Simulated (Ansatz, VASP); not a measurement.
# One calculation of InSe, two programs

```
In Se
1.0
     1.60512    0.00000   -4.27209
     0.00000    4.11055    0.00000
    11.10781    0.00000    1.69825
In Se
4 4
Direct
  0.62527 0.00000 0.38580
  0.82527 0.50000 0.88580
  0.77473 0.00000 0.61420
  0.57473 0.50000 0.11420
  0.92440 0.00000 0.15472
  0.12440 0.50000 0.65472
  0.47560 0.00000 0.84528
  0.27560 0.50000 0.34528
```

Alike in both runs: task single point; functional PBEsol; k mesh 6 × 7 × 3; occupations gaussian, width 0.05 eV; no spin polarisation.

|  | VASP | Ansatz |
| --- | --- | --- |
| version | VASP 6.6.1 | Ansatz 0.2.0 |
| potentials or method | VASP PAW PBE potentials, release 64 (In_d, Se), cutoff 520 eV | scalar-relativistic, plane waves, PAW |
| valence electrons in the cell | 76 | 116 |

Ansatz gave:

- gap on the k mesh at the Fermi level (eV): none
- pressure (GPa): 1.7
- traceless stress, the component that is largest in VASP (GPa): -2.72
- rms of the force components (eV/Å): 0.500

What did VASP give for the same quantities?

gap on the k mesh at the Fermi level (eV): none; pressure (GPa): 1.8; traceless stress, the component that is largest in VASP (GPa): -2.73; rms of the force components (eV/Å): 0.498.

VASP's potentials were made for PBE, not for PBEsol. Atom by atom the forces differ by 0.009 eV/Å (rms over components). A gap of «none» marks a metal or a gap that the smearing closes. VASP's potentials hold 76 valence electrons a cell and Ansatz's 116, so a difference there can come from the potentials and not from the codes.
